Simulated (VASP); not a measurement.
# SnTe (NiAs type) (P6_3/mmc) in VASP: single point with PBE

Aim: the single point of SnTe (NiAs type) with PBE.

All numbers are computed with VASP 6.6.1; they aren't measurements. Logs are shortened: lines on timing, memory, paths and dates and some standing lists are left out, and cuts for length are marked.

## Step 1: The cell of the first run

Symmetry: P6_3/mmc, No. 194, hexagonal system. The conventional cell has a = 3.169 Å, b = 3.169 Å, c = 9.615 Å, α = 90.00°, β = 90.00°, γ = 120.00°. Within 4.0 Å of Sn (site symmetry -3m) lie 6 Te at 3.02 Å and 6 Sn at 3.17 Å. Te (site symmetry -6m2) has 6 Sn at 3.02 Å and 6 Te at 3.17 Å within 4.0 Å.

## Step 2: Single point, PBE

INCAR

```
ALGO = Normal ; EDIFF = 1E-6
ENCUT = 520 ; GGA = PE
ISIF = 2 ; ISMEAR = -1
LASPH = True ; LCHARG = False
LREAL = False ; LWAVE = False
NBANDS = 28 ; NELM = 60
PREC = Accurate ; SIGMA = 0.05
```

KPOINTS

```
k-points
0
Gamma
  10 10 6
```

POSCAR

```
SnTe
1.0
    3.1688216659      0.0000000000      0.0000000000
   -1.5844108329      2.7442800627      0.0000000000
    0.0000000000      0.0000000000      9.6154042104
Sn Te
2 2
Direct
    0.0000000000      0.0000000000      0.0000000000
    0.0000000000      0.0000000000      0.5000000000
    0.3333333333      0.6666666667      0.2500000000
    0.6666666667      0.3333333333      0.7500000000
```

Potentials or basis: VASP PAW PBE potentials, release 64 (Sn_d, Te).

On the command line:

```
$ cat potpaw_PBE.64/Sn_d/POTCAR potpaw_PBE.64/Te/POTCAR > POTCAR
$ mpirun -np 1 vasp_std > vasp.out
```

OUTCAR:

```text
EDIFF = 1E-6
   ENCUT = 520
   GGA = PE
   ISIF = 2
   ISMEAR = -1
   LASPH = True
   LREAL = False
   NELM = 60
   PREC = Accurate

 ion  position               nearest neighbor table
   1  0.000  0.000  0.000-   3 3.02   4 3.02   3 3.02   4 3.02   4 3.02   3 3.02
   2  0.000  0.000  0.500-   3 3.02   4 3.02   3 3.02   4 3.02   4 3.02   3 3.02
   3  0.333  0.667  0.250-   1 3.02   2 3.02   1 3.02   2 3.02   1 3.02   2 3.02
   4  0.667  0.333  0.750-   1 3.02   2 3.02   1 3.02   2 3.02   1 3.02   2 3.02

  LATTYP: Found a hexagonal cell.
 ALAT       =     3.1688216659
 C/A-ratio  =     3.0343784612

  Lattice vectors:

 A1 = (   3.1688216659,   0.0000000000,   0.0000000000)
 A2 = (  -1.5844108329,   2.7442800627,   0.0000000000)
 A3 = (   0.0000000000,   0.0000000000,   9.6154042104)

Analysis of symmetry for initial positions (statically):
=====================================================================
 Subroutine PRICEL returns:
 Original cell was already a primitive cell.

 Routine SETGRP: Setting up the symmetry group for a
 hexagonal supercell.

 Subroutine GETGRP returns: Found 24 space group operations
 (whereof 12 operations were pure point group operations)
 out of a pool of 24 trial point group operations.

The static configuration has the point symmetry D_3d.
 The point group associated with its full space group is D_6h.

Analysis of symmetry for dynamics (positions and initial velocities):
=====================================================================
 Subroutine PRICEL returns:
 Original cell was already a primitive cell.

 Routine SETGRP: Setting up the symmetry group for a
 hexagonal supercell.

 Subroutine GETGRP returns: Found 24 space group operations
 (whereof 12 operations were pure point group operations)
 out of a pool of 24 trial point group operations.

The dynamic configuration has the point symmetry D_3d.
 The point group associated with its full space group is D_6h.

 Subroutine INISYM returns: Found 24 space group operations
 (whereof 12 operations are pure point group operations),
 and found     1 'primitive' translations

----------------------------------------------------------------------------------------

                                     Primitive cell

  volume of cell :      83.6168

  direct lattice vectors                    reciprocal lattice vectors
     3.168821666  0.000000000  0.000000000     0.315574717  0.182197148  0.000000000
[... 84 lines left out ...]
   ISPIN  =      1    spin polarized calculation?
   LNONCOLLINEAR =      F non collinear calculations
   LSORBIT =      F    spin-orbit coupling
   LASPH  =      T    aspherical Exc in radial PAW
   ENCUT  =  520.0 eV  38.22 Ry    6.18 a.u.   5.89  5.89 17.88*2*pi/ulx,y,z
   NELM   =     60;   NELMIN=  2; NELMDL= -5     # of ELM steps
   EDIFF  = 0.1E-05   stopping-criterion for ELM
   LREAL  =      F    real-space projection
   EDIFFG = 0.1E-04   stopping-criterion for IOM
   NSW    =      0    number of steps for IOM
   IBRION =     -1    ionic relax: 0-MD 1-quasi-New 2-CG
   NFREE  =      0    steps in history (QN), initial steepest desc. (CG)
   ISIF   =      2    stress and relaxation
   ISYM   =      2    0-nonsym 1-usesym 2-fastsym
   POTIM  = 0.5000    time-step for ionic-motion
   TEBEG  =    0.0;   TEEND  =   0.0 temperature during run
   PSTRESS=    0.0 pullay stress
   NELECT =      40.0000    total number of electrons
   NUPDOWN=      -1.0000    fix difference up-down
   EMIN   =  10.00;   EMAX   =-10.00  energy-range for DOS
   EFERMI =   0.00;   METHOD = LEGACY
   ISMEAR =    -1;   SIGMA  =   0.05  broadening in eV -4-tet -1-fermi 0-gaus
   EFERMI_NEDOS =   21; number of points for ismear=-14 and -15
   IALGO  =     38    algorithm
   IMIX   =      4    mixing-type and parameters
     AMIX     =   0.40;   BMIX     =  1.00
     AMIX_MAG =   1.60;   BMIX_MAG =  1.00
  volume/ion in A,a.u.               =      20.90       141.07
  Fermi-wavevector in a.u.,A,eV,Ry     =   1.280355  2.419519 22.304135  1.639308
  Thomas-Fermi vector in A             =   2.412787
   LORBIT       =      0    0 simple, 1 ext, 2 COOP (PROOUT), +10 PAW based schemes
   GGA     = PE    functional components
   LHFCALC =     F    Hartree Fock is set to
   AEXX    =    0.0000 exact exchange contribution
   IVDW    =     0    specifies the selected vdW correction
   LEPSILON=     F    determine dielectric tensor
   LRPA    =     F    only Hartree local field effects (RPA)
 non-spin polarized calculation
  energy-cutoff  :      520.00
  volume of cell :       83.62
 maximum number of plane-waves:      2274
 NGX is ok and might be reduce to    24
   NGX = 11   NGY = 11   NGZ = 35

 number of electron      40.0000019 magnetization

 Free energy of the ion-electron system (eV)
  ---------------------------------------------------
  ext. energy  EPLUGINS =         0.00000000
  ---------------------------------------------------
  free energy    TOTEN  =       -11.04414004 eV

  energy without entropy =      -11.02814717  energy(sigma->0) =      -11.03614361

 E-fermi :  12.1905     XC(G=0): -11.5773

 val. band max:       12.1704415543   @ k =   0.4000   0.0000   0.0000
 cond. band min:      12.2546464130   @ k =   0.5000   0.0000   0.1667
 fundamental gap:      0.0842048587
 Fermi energy:        12.1905072463

 k-point     1 :       0.0000    0.0000    0.0000
  band No.  band energies     occupation
      1      -9.6464      2.00000
      2      -9.6293      2.00000
      3      -9.5803      2.00000
      4      -9.5803      2.00000
      5      -9.5794      2.00000
      6      -9.5794      2.00000
[... 733 lines left out ...]
     27      17.9434      0.00000
     28      18.4952      0.00000

 [... further k-points ...]
[... 5 lines left out ...]
  --------------------------------------------------------------------------------------
  -------------------------------------------------------------------------------------
  Total       16.6840729     16.6840729     16.7055784      0.0000000      0.0000000      0.0000000
  in kB      319.6825171    319.6825171    320.0945834      0.0000000      0.0000000      0.0000000
  external PRESSURE =     319.8198725 kB  Pullay stress =       0.0000000 kB

 VOLUME and BASIS-vectors are now :
 -----------------------------------------------------------------------------
  energy-cutoff  :      520.00
  volume of cell :       83.62
      direct lattice vectors                 reciprocal lattice vectors
     3.168821666  0.000000000  0.000000000     0.315574717  0.182197148  0.000000000
    -1.584410833  2.744280063  0.000000000     0.000000000  0.364394295  0.000000000
     0.000000000  0.000000000  9.615404210     0.000000000  0.000000000  0.103999788

 POSITION                                       TOTAL-FORCE (eV/Angst)
 -----------------------------------------------------------------------------------
      0.00000      0.00000      0.00000         0.000000     -0.000000     -0.000000
      0.00000      0.00000      4.80770         0.000000     -0.000000     -0.000000
     -0.00000      1.82952      2.40385         0.000000     -0.000000      0.000000
      1.58441      0.91476      7.21155        -0.000000      0.000000      0.000000
 -----------------------------------------------------------------------------------
    total drift:                               -0.000000      0.000000      0.000000

  FREE ENERGIE OF THE ION-ELECTRON SYSTEM (eV)
  ---------------------------------------------------
  free  energy   TOTEN  =       -11.0441400431 eV

  energy  without entropy=      -11.0281471740  energy(sigma->0) =      -11.03614361
```

stdout:

```text
POSCAR found type information on POSCAR SnTe
 POSCAR found :  2 types and       4 ions
 scaLAPACK will be used
 LDA part: xc-table for (Slater+PW92), standard interpolation
 POSCAR, INCAR and KPOINTS ok, starting setup
 FFT: planning ... GRIDC
 FFT: planning ... GRID_SOFT
 FFT: planning ... GRID
 WAVECAR not read
 entering main loop
```

Run time: 1.7 min. Hardware: 1 thread of Intel Xeon 8259CL, shared host; peak memory 0.26 GiB.

What came out:

| Quantity | Value |
| --- | --- |
| Free energy | -11.0441 eV |
| Pressure | 32.0 GPa |
| Band gap on the k mesh | zero (bands 20 and 21 overlap by 4.91 eV) |

Caveat: the cell stands under pressure; spin-orbit coupling is left out, which moves the levels of the heavy elements.
